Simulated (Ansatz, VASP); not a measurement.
CoO in VASP and in Ansatz

```
Co O
1.0
     1.50547    0.86918    2.24473
    -1.50547    0.86918    2.24473
     0.00000   -1.73837    2.24473
Co O
1 1
Direct
  0.00000 0.00000 0.00000
  0.50000 0.50000 0.50000
```

Change from the starting cell: strain +0.000 along x and y, -0.080 along z, atoms carried along.

Alike in both runs: task single point; functional PBEsol; k mesh 18 × 18 × 18; occupations gaussian, width 0.15 eV; collinear spin.

|  | VASP | Ansatz |
| --- | --- | --- |
| version | VASP 6.6.1 | Ansatz 0.2.0 |
| potentials or method | VASP PAW PBE potentials, release 64 (Co_sv, O), cutoff 600 eV | scalar-relativistic, plane waves, PAW |
| valence electrons in the cell | 23 | 23 |

VASP gave:

- gap on the k mesh at the Fermi level (eV): none
- pressure (GPa): 0.8
- traceless stress, the component that is largest in VASP (GPa): -1.35
- net moment per atom (μB): 1.31
- size of the moment on the site where the two differ most (μB): 2.28

Problem. Estimate Ansatz's values.

Solution. gap on the k mesh at the Fermi level (eV): none; pressure (GPa): 3.5; traceless stress, the component that is largest in VASP (GPa): -1.39; net moment per atom (μB): 1.31; size of the moment on the site where the two differ most (μB): 2.24.

VASP's potentials were made for PBE, not for PBEsol. Site moments also hang on the region over which each program counts them. A gap of «none» marks a metal or a gap that the smearing closes.
